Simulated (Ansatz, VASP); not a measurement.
Given: the input of a run of Ansatz 0.2.0 on WAu.

File input.yaml:

```yaml
crystal:
  lattice:
    - [0.0, 2.7108398524, 2.7108398524]
    - [2.7108398524, 0.0, 2.7108398524]
    - [2.7108398524, 2.7108398524, 0.0]
  atoms:
    - { symbol: W, position: [0.0, 0.0, 0.0] }
    - { symbol: Au, position: [0.75, 0.75, 0.75] }
kpoints:
  mp_grid: { grid: [8, 8, 8] }
scf:
  occupations: { method: fermi_dirac, width: 0.05 }
hamiltonian:
  xc: pbe
  pseudopotentials: { kind: all_electron, lapw: { basis_error: 0.0005 } }
output:
  forces: true
  stress: true
  eigenvalues: true
```

Potentials or basis: all-electron LAPW, scalar-relativistic.

Run with:

```bash
$ ansatz run input.yaml --threads 1 --pin off --max-ram 3072MiB --backend cpu --events-out ev --progress --plain --runs-dir out
```

Task: Translate it to VASP 6.6.1. Potentials there: VASP PAW PBE potentials, release 64 (W_sv, Au).

Result: As run (the cutoff follows the program's own potentials):

File INCAR:

```
SYSTEM = WAu
PREC = Accurate
ENCUT = 520
EDIFF = 1E-7
ISMEAR = -1
SIGMA = 0.05
LREAL = .FALSE.
LASPH = .TRUE.
NELM = 60
ALGO = Normal
ISIF = 2
LWAVE = .FALSE.
LCHARG = .FALSE.
GGA = PE
NBANDS = 20
```

File KPOINTS:

```
regular mesh
0
G
  8 8 8
  0 0 0
```

File POSCAR:

```
WAu
1.0
    0.0000000000      2.7108398524      2.7108398524
    2.7108398524      0.0000000000      2.7108398524
    2.7108398524      2.7108398524      0.0000000000
W Au
1 1
Direct
    0.0000000000      0.0000000000      0.0000000000
    0.7500000000      0.7500000000      0.7500000000
```

Potentials or basis: VASP PAW PBE potentials, release 64 (W_sv, Au).

Run with:

```console
$ cat potpaw_PBE.64/W_sv/POTCAR potpaw_PBE.64/Au/POTCAR > POTCAR
$ mpirun -np 1 vasp_std > vasp.out
```

Both were run:

|  | VASP | Ansatz | Ansatz less VASP |
| --- | --- | --- | --- |
| gap on the k mesh at the Fermi level (eV) | none | none | - |
| pressure (GPa) | 45.2 | 44.7 | -0.54 |

A gap of «none» marks a metal or a gap that the smearing closes. Both programs put the cell under a high pressure, so it lies far from rest at this level. Ansatz ran all-electron here, and VASP with PAW potentials.

Spin-orbit coupling is off throughout.
